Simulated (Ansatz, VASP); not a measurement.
# One calculation of Na2S, two programs

File POSCAR:

```
Na2S
1.0
    0.0000000000      3.3194517113      3.3194517113
    3.3194517113      0.0000000000      3.3194517113
    3.3194517113      3.3194517113      0.0000000000
Na S
2 1
Direct
    0.2500000000      0.2500000000      0.2500000000
    0.7500000000      0.7500000000      0.7500000000
    0.0000000000      0.0000000000      0.0000000000
```

The input INCAR.step1:

```
SYSTEM = Na2S
  ALGO = Normal
  EDIFF = 1E-5
  ENCUT = 550
  GGA = PE
  GGA_COMPAT = .FALSE.
  ISMEAR = 0
  LASPH = .TRUE.
  LCHARG = .FALSE.
  LREAL = .FALSE.
  LWAVE = .TRUE.
  NBANDS = 17
  NELM = 120
  PREC = Accurate
  SIGMA = 0.02
```

File INCAR.step2:

```
SYSTEM = Na2S
  ALGO = Normal
  EDIFF = 1E-6
  ENCUT = 550
  GGA_COMPAT = .FALSE.
  ISIF = 2
  ISMEAR = 0
  ISTART = 1
  LASPH = .TRUE.
  LCHARG = .FALSE.
  LMIXTAU = .TRUE.
  LREAL = .FALSE.
  LWAVE = .FALSE.
  METAGGA = R2SCAN
  NBANDS = 17
  NELM = 120
  PREC = Accurate
  SIGMA = 0.02
```

KPOINTS

```
k-points
0
G
  6 6 6
  0 0 0
```

Input for Ansatz:

```yaml
crystal:
  lattice:
    - [0.0, 3.3194517113, 3.3194517113]
    - [3.3194517113, 0.0, 3.3194517113]
    - [3.3194517113, 3.3194517113, 0.0]
  atoms:
    - { symbol: Na, position: [0.25, 0.25, 0.25] }
    - { symbol: Na, position: [0.75, 0.75, 0.75] }
    - { symbol: S, position: [0.0, 0.0, 0.0] }
basis:
  ecutwfc: 500
kpoints:
  mp_grid: { grid: [6, 6, 6] }
hamiltonian:
  xc: r2scan
scf:
  occupations: { method: gaussian, width: 0.02 }
output:
  forces: true
  stress: true
  eigenvalues: true
  write_density: true
  write_potential: true
  elf: true
  volumetric_format: npy
```

Alike in both runs: task single point; functional r2SCAN; k mesh 6 × 6 × 6; occupations gaussian, width 0.02 eV; no spin polarisation.

```csv
,VASP,Ansatz
version,VASP 6.6.1,Ansatz 0.2.0
potentials or method,"VASP PAW PBE potentials, release 64 (Na_pv, S), cutoff 550 eV","scalar-relativistic, plane waves, PAW"
valence electrons in the cell,20,24
```

Ansatz gave:

```
gap on the k mesh at the Fermi level (eV) : 2.89
least direct gap on the mesh (eV)         : 2.89
pressure (GPa)                            : -1.6
```

Task: What did VASP give for the same quantities?

Result: gap on the k mesh at the Fermi level (eV): 2.91; least direct gap on the mesh (eV): 2.91; pressure (GPa): -1.8.

VASP's potentials were made for PBE, not for r2SCAN. The functional is the same, so the differences come from potentials, cutoffs and numerics. VASP's potentials hold 20 valence electrons a cell and Ansatz's 24, so a difference there can come from the potentials and not from the codes.
